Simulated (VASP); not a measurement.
Al3B2P, 6 atoms in the cell. It takes space group P-3m1 (No. 164, trigonal). The conventional cell has a = 3.351 Å, b = 3.351 Å, c = 8.001 Å, α = 90.00°, β = 90.00°, γ = 120.00°. Al (site symmetry 3m) has 3 B at 2.25 Å and 3 P at 2.57 Å within 3.0 Å. Al (site symmetry -3m) has 6 B at 2.26 Å within 3.0 Å. Within 3.0 Å of B (site symmetry 3m) lie 6 Al at 2.25 to 2.26 Å. P (site symmetry -3m) has 6 Al at 2.57 Å and 6 P at 3.35 Å within 3.4 Å. 

* Program: VASP 6.6.1
* Task: single point
* Functional: PBE
* Potentials or basis: VASP PAW PBE potentials, release 64 (Al, B, P)
* Cutoff: 520 eV
* k mesh: 12 × 12 × 6
* Occupations: gaussian, width 0.1 eV
* Spin: no spin polarisation
* Dipole correction: no
* Further INCAR settings: ALGO = Normal; EDIFF = 1e-07; NBANDS = 19

Potentials or basis: VASP PAW PBE potentials, release 64 (Al, B, P).

Command:

```console
$ cat potpaw_PBE.64/Al/POTCAR potpaw_PBE.64/B/POTCAR potpaw_PBE.64/P/POTCAR > POTCAR
$ mpirun -np 1 vasp_std > vasp.out
```

Hardware: 1 thread of Intel(R) Xeon(R) Platinum 8559C (Emerald Rapids), on a shared host.

Q: Estimate the wall time of this run.

A: Run time: 86 s on 1 thread of Intel(R) Xeon(R) Platinum 8559C (Emerald Rapids) (shared host), peak memory 0.28 GiB. Counts: scf iterations 15, k points 100.
